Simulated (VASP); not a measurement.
Input of a VASP 6.6.1 run:

File INCAR:

```
PREC     = Accurate       # precision mode
ENCUT    = 500            # plane-wave cutoff, eV
EDIFF    = 1E-6           # SCF threshold, eV
ISMEAR   = -1             # smearing method
SIGMA    = 0.1            # smearing width, eV
LREAL    = F              # projectors in reciprocal space
LASPH    = T              # aspherical terms in the spheres
NELM     = 200            # most SCF steps
ALGO     = Normal         # electronic algorithm
ISIF     = 2              # what is computed and relaxed
LWAVE    = F              # write WAVECAR
LCHARG   = F              # write CHGCAR
GGA      = RE             # functional
NBANDS   = 19             # bands
GGA_COMPAT= F            
LMAXMIX  = 6              # l up to which the mixer works
```

The input KPOINTS:

```
regular mesh
0
Gamma
  5 5 5
```

Contents of POSCAR:

```
CeTi
1.0
    3.6287140000      0.0000000000      0.0000000000
    0.0000000000      3.6287140000      0.0000000000
    0.0000000000      0.0000000000      3.6287140000
Ce Ti
1 1
Direct
    0.0000000000      0.0000000000      0.0000000000
    0.5000000000      0.5000000000      0.5000000000
```

Potentials or basis: VASP PAW PBE potentials, release 64 (Ce, Ti_sv).

The run is started by

```bash
$ cat potpaw_PBE.64/Ce/POTCAR potpaw_PBE.64/Ti_sv/POTCAR > POTCAR
$ mpirun -np 1 vasp_std > vasp.out
```

(1) What does it give for the pressure?

(2) Estimate the band gap on the k mesh.

Answers

(1) -0.4 GPa.

(2) zero (bands 12 and 13 overlap by 0.48 eV).

Caveat: the PAW data sets were made with another functional, which shifts forces and pressure a little; spin-orbit coupling is left out, which moves the levels of the heavy elements; semilocal functionals describe open f shells poorly, which spoils levels, moments and volumes.
